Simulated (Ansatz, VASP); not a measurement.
**GaN in VASP and in Ansatz**

```
CELL_PARAMETERS angstrom
0.00000 1.97237 1.97237
1.97237 0.00000 1.97237
1.97237 1.97237 0.00000
ATOMIC_POSITIONS crystal
Ga 0.50000 0.50000 0.50000
N 0.00000 0.00000 0.00000
```

Change from the starting cell: volume scaled by 0.97.

Alike in both runs: task single point; functional PBEsol; k mesh 13 × 13 × 13; occupations fermi-dirac, width 0.02 eV; no spin polarisation.

|  | VASP | Ansatz |
| --- | --- | --- |
| version | VASP 6.6.1 | Ansatz 0.2.0 |
| potentials or method | VASP PAW PBE potentials, release 64 (Ga_d, N), cutoff 520 eV | all-electron LAPW, scalar-relativistic |

```csv
,VASP,Ansatz,Ansatz less VASP
gap on the k mesh at the Fermi level (eV),2.04,2.05,+0.014
pressure (GPa),74.7,74.1,-0.67
```

VASP's potentials were made for PBE, not for PBEsol. Both programs put the cell under a high pressure, so it lies far from rest at this level. Ansatz ran all-electron here, and VASP with PAW potentials.

Noted on VASP's run: the cell as given lies far from equilibrium.
